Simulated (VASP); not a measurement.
## Te2Mo: single point with PBE+D3(BJ)

System: Te2Mo, a slab with vacuum.

```
CELL_PARAMETERS angstrom
3.50388 0.00000 0.00000
-1.75194 3.03445 0.00000
0.00000 0.00000 24.76772
ATOMIC_POSITIONS crystal
Te 0.33333 0.66667 0.18169
Te 0.33333 0.66667 0.32841
Te 0.83333 0.66667 0.45478
Te 0.83333 0.66667 0.60150
Mo 0.66667 0.33333 0.25505
Mo 0.16667 0.33333 0.52814
```

This cell differs from its parent crystal: layers slid over each other.

```
Program                : VASP 6.6.1
Task                   : single point
Functional             : PBE
Dispersion             : D3(BJ)
Potentials or basis    : VASP PAW PBE potentials, release 64 (Te, Mo_sv)
Cutoff                 : 520 eV
k mesh                 : 9 × 9 × 1
Occupations            : gaussian, width 0.05 eV
Spin                   : no spin polarisation
Dipole correction      : yes
Further INCAR settings : ALGO = Normal; EDIFF = 1e-06; NBANDS = 35
```

```json
{"Largest force": "0.198 eV/Å", "Band gap on the k mesh": "0.77 eV (least direct gap 1.15 eV)", "Dispersion energy per atom": "-0.478 eV"}
```

Forces in eV/Å, atoms in the order of the input:
```
Te   0.000 -0.012  0.009
Te   0.000  0.004 -0.198
Te   0.000  0.004  0.198
Te   0.000 -0.012 -0.009
Mo   0.000  0.008 -0.013
Mo   0.000  0.008  0.013
```

Levels at points of the mesh, in eV from the valence-band top:
| k point | band 22 | band 23 | band 24 | band 25 | band 26 | band 27 | band 28 | band 29 | band 30 | band 31 |
| --- | --- | --- | --- | --- | --- | --- | --- | --- | --- | --- |
| (0.00, 0.00, 0.00) | -1.13 | -1.12 | -1.11 | -1.02 | 0.00 | 2.60 | 2.79 | 2.92 | 2.98 | 3.08 |

It took 13 min on 1 thread of Intel Xeon 8259CL, on a shared host, peak memory 0.49 GiB.

Caveat: the cell differs from its parent crystal (layers slid over each other); spin-orbit coupling is left out, which moves the levels of the heavy elements.
